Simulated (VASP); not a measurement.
Here is a VASP 6.6.1 calculation.

INCAR

```
ALGO = Normal
EDIFF = 1E-7
EDIFFG = -0.01
ENCUT = 600
GGA = RP
GGA_COMPAT = False
IBRION = 2
ISIF = 3
ISMEAR = -1
IVDW = 13
LASPH = True
LCHARG = False
LREAL = False
LWAVE = False
NELM = 120
NELMIN = 4
NSW = 80
PREC = Accurate
SIGMA = 0.05
```

File KPOINTS:

```
k-points
0
Gamma
  10 10 10
```

File POSCAR:

```
HfN
1.0
    0.0000000000      2.2560000000      2.2560000000
    2.2560000000      0.0000000000      2.2560000000
    2.2560000000      2.2560000000      0.0000000000
Hf N
1 1
Direct
    0.0000000000      0.0000000000      0.0000000000
    0.5000000000      0.5000000000      0.5000000000
```

Potentials or basis: VASP PAW PBE potentials, release 64 (Hf_pv, N).

Command:

```sh
$ cat potpaw_PBE.64/Hf_pv/POTCAR potpaw_PBE.64/N/POTCAR > POTCAR
$ mpirun -np 1 vasp_std > vasp.out
```

Estimate the relaxed volume.

11.42 Å³/atom.

Estimate the band gap on the k mesh.

zero (an odd number of electrons rules out a gap without spin polarisation).

Final structure:
```yaml
crystal:
  lattice:
    - [0.00000, 2.25161, 2.25161]
    - [2.25161, 0.00000, 2.25161]
    - [2.25161, 2.25161, 0.00000]
  atoms:
    - { symbol: Hf, position: [0.00000, 0.00000, 0.00000] }
    - { symbol: N, position: [0.50000, 0.50000, 0.50000] }
```

Caveat: the PAW data sets were made with another functional, which shifts forces and pressure a little; spin-orbit coupling is left out, which moves the levels of the heavy elements.
